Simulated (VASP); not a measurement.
# ZnSe (F-43m) in VASP: dielectric tensor with r2SCAN

Aim: the dielectric tensor of ZnSe with r2SCAN.

Program: VASP 6.6.1. These are calculated values, not measurements. Logs are shortened: lines on timing, memory, paths and dates and some standing lists are left out, and cuts for length are marked.

**1. The cell of the first run**

It takes space group F-43m (No. 216, cubic). The conventional cell has a = 5.665 Å, b = 5.665 Å, c = 5.665 Å, α = 90.00°, β = 90.00°, γ = 90.00°. Within 3.2 Å of Zn (site symmetry -43m) lie 4 Se at 2.45 Å. Se (site symmetry -43m) has 4 Zn at 2.45 Å within 3.2 Å.

**2. Dielectric tensor, r2SCAN**

Input file INCAR:

```
SYSTEM = ZnSe
PREC = Accurate
ENCUT = 520
EDIFF = 1E-8
ISMEAR = 0
SIGMA = 0.01
LREAL = .False.
LASPH = .True.
NELM = 80
ALGO = Normal
ISIF = 2
LWAVE = .False.
LCHARG = .False.
METAGGA = R2SCAN
LMIXTAU = .True.
LCALCEPS = .True.
```

Input file KPOINTS:

```
Automatic mesh
0
Gamma
  6 6 6
  0 0 0
```

Input file POSCAR:

```
ZnSe
1.0
    0.0000000000      2.8324206784      2.8324206784
    2.8324206784      0.0000000000      2.8324206784
    2.8324206784      2.8324206784      0.0000000000
Zn Se
1 1
Direct
    0.0000000000      0.0000000000      0.0000000000
    0.2500000000      0.2500000000      0.2500000000
```

Potentials or basis: VASP PAW PBE potentials, release 64 (Zn, Se).

Run with:

```console
cat potpaw_PBE.64/Zn/POTCAR potpaw_PBE.64/Se/POTCAR > POTCAR
mpirun -np 1 vasp_std > vasp.out
```

OUTCAR:

```text
SYSTEM = ZnSe
   PREC = Accurate
   ENCUT = 520
   EDIFF = 1E-8
   ISMEAR = 0
   LREAL = .False.
   LASPH = .True.
   NELM = 80
   ISIF = 2
   METAGGA = R2SCAN

 ion  position               nearest neighbor table
   1  0.000  0.000  0.000-   2 2.45   2 2.45   2 2.45   2 2.45
   2  0.250  0.250  0.250-   1 2.45   1 2.45   1 2.45   1 2.45

  LATTYP: Found a face centered cubic cell.
 ALAT       =     5.6648413568

  Lattice vectors:

 A1 = (   0.0000000000,   2.8324206784,   2.8324206784)
 A2 = (   2.8324206784,   0.0000000000,   2.8324206784)
 A3 = (   2.8324206784,   2.8324206784,   0.0000000000)

Analysis of symmetry for initial positions (statically):
=====================================================================
 Subroutine PRICEL returns:
 Original cell was already a primitive cell.

 Routine SETGRP: Setting up the symmetry group for a
 face centered cubic supercell.

 Subroutine GETGRP returns: Found 24 space group operations
 (whereof 24 operations were pure point group operations)
 out of a pool of 48 trial point group operations.

The static configuration has the point symmetry T_d .

Analysis of symmetry for dynamics (positions and initial velocities):
=====================================================================
 Subroutine PRICEL returns:
 Original cell was already a primitive cell.

 Routine SETGRP: Setting up the symmetry group for a
 face centered cubic supercell.

 Subroutine GETGRP returns: Found 24 space group operations
 (whereof 24 operations were pure point group operations)
 out of a pool of 48 trial point group operations.

The dynamic configuration has the point symmetry T_d .

 Subroutine INISYM returns: Found 24 space group operations
 (whereof 24 operations are pure point group operations),
 and found     1 'primitive' translations

----------------------------------------------------------------------------------------

                                     Primitive cell

  volume of cell :      45.4468

  direct lattice vectors                    reciprocal lattice vectors
     0.000000000  2.832420678  2.832420678    -0.176527450  0.176527450  0.176527450
     2.832420678  0.000000000  2.832420678     0.176527450 -0.176527450  0.176527450
     2.832420678  2.832420678  0.000000000     0.176527450  0.176527450 -0.176527450

  length of vectors
     4.005647738  4.005647738  4.005647738     0.305754513  0.305754513  0.305754513

[... 127 lines left out ...]

 k-point     1 :       0.0000    0.0000    0.0000
  band No.  band energies     occupation
      1     -12.4093      2.00000
      2      -5.3887      2.00000
      3      -5.3881      2.00000
      4      -5.3876      2.00000
      5      -4.9797      2.00000
      6      -4.9797      2.00000
      7       1.3133      2.00000
      8       1.3135      2.00000
      9       1.3135      2.00000
     10   10000.0000      0.00000
     11   10000.0000      0.00000
     12   10000.0000      0.00000
     13   10000.0000      0.00000
[... 354 lines left out ...]
  band No.  band energies     occupation
      1     -11.8333      2.00000
      2      -5.3444      2.00000
      3      -5.2759      2.00000
      4      -5.2504      2.00000
      5      -4.9923      2.00000
      6      -4.9571      2.00000
      7      -2.1463      2.00000
      8       0.0327      2.00000
      9       0.1316      2.00000
     10   10000.0000      0.00000
     11   10000.0000      0.00000
     12   10000.0000      0.00000
     13   10000.0000      0.00000

 [... further k-points ...]

------------------------ aborting loop because EDIFF is reached ----------------------------------------

            Ionic dipole moment: p[ion]=(     8.49726     8.49726     8.49726 ) |e| Angst

 Total electronic dipole moment: p[elc]=(     0.01128     0.01128     0.02442 ) |e| Angst

 MACROSCOPIC STATIC DIELECTRIC TENSOR (including local field effects)
 ------------------------------------------------------
           6.236663    -0.000000    -0.000000
           0.000000     6.236663    -0.000000
           0.000000     0.000000     6.236663
 ------------------------------------------------------

 PIEZOELECTRIC TENSOR (including local field effects) (e Angst)
          XX          YY          ZZ          XY          YZ          ZX
  --------------------------------------------------------------------------------
  x    -0.00000    -0.00000    -0.00000    -0.00000    -1.93467     0.00000
  y     0.00000     0.00000     0.00000     0.00000     0.00000    -1.93467
  z     0.00000     0.00000    -0.00000    -1.93467     0.00000     0.00000

 PIEZOELECTRIC TENSOR (including local field effects) (C/m^2)
          XX          YY          ZZ          XY          YZ          ZX
  --------------------------------------------------------------------------------
  x    -0.00000    -0.00000    -0.00000    -0.00000    -0.68205     0.00000
  y     0.00000     0.00000     0.00000     0.00000     0.00000    -0.68205
  z     0.00000     0.00000    -0.00000    -0.68205     0.00000     0.00000

 BORN EFFECTIVE CHARGES (including local field effects) (in |e|, cummulative output)
 ---------------------------------------------------------------------------------
 ion    1
    1     2.05074    -0.00000    -0.00000
    2    -0.00000     2.05074    -0.00000
    3     0.00000     0.00000     2.05074
 ion    2
    1    -2.05074     0.00000     0.00000
    2     0.00000    -2.05074     0.00000
    3    -0.00000     0.00000    -2.05074

  FORCE on cell =-STRESS in cart. coord.  units (eV):
  Direction    XX          YY          ZZ          XY          YZ          ZX
  --------------------------------------------------------------------------------------
  -------------------------------------------------------------------------------------
  Total        0.0395329      0.0395329      0.0395329     -0.0000000     -0.0000000     -0.0000000
  in kB        1.3936885      1.3936885      1.3936885     -0.0000000     -0.0000000     -0.0000000
  external PRESSURE =       1.3936885 kB  Pullay stress =       0.0000000 kB

 VOLUME and BASIS-vectors are now :
 -----------------------------------------------------------------------------
  energy-cutoff  :      520.00
  volume of cell :       45.45
      direct lattice vectors                 reciprocal lattice vectors
     0.000000000  2.832420678  2.832420678    -0.176527450  0.176527450  0.176527450
     2.832420678  0.000000000  2.832420678     0.176527450 -0.176527450  0.176527450
     2.832420678  2.832420678  0.000000000     0.176527450  0.176527450 -0.176527450

 POSITION                                       TOTAL-FORCE (eV/Angst)
 -----------------------------------------------------------------------------------
      0.00000      0.00000      0.00000         0.000000      0.000000      0.000000
      1.41621      1.41621      1.41621        -0.000000     -0.000000     -0.000000
 -----------------------------------------------------------------------------------
    total drift:                                0.000022      0.000022      0.000022

  FREE ENERGIE OF THE ION-ELECTRON SYSTEM (eV)
  ---------------------------------------------------
  free  energy   TOTEN  =       -24.9054377527 eV

  energy  without entropy=      -24.9054377527  energy(sigma->0) =      -24.90543775
```

Run time: 57 min. Hardware: 1 thread of Intel Xeon 8259CL, shared host; peak memory 0.33 GiB.

Results:

```yaml
Band_gap_on_the_k_mesh: 1.87 eV
Electronic_dielectric_tensor_diagonal: 6.24
Born_charges_mean_of_the_diagonal: Zn +2.05; Se -2.05 e
```

Electronic dielectric tensor:
```
6.24 0.00 0.00
0.00 6.24 0.00
0.00 0.00 6.24
```

Born effective charge tensors (e):
atom 1, Zn
```
2.05 0.00 0.00
0.00 2.05 0.00
0.00 0.00 2.05
```
atom 2, Se
```
-2.05  0.00  0.00
 0.00 -2.05  0.00
 0.00  0.00 -2.05
```

Dipole moments of the cell (e·Å, modulo the quantum): ionic 8.497, 8.497, 8.497; electronic 0.011, 0.011, 0.024

Caveat: the PAW data sets were made with another functional, which shifts forces and pressure a little.
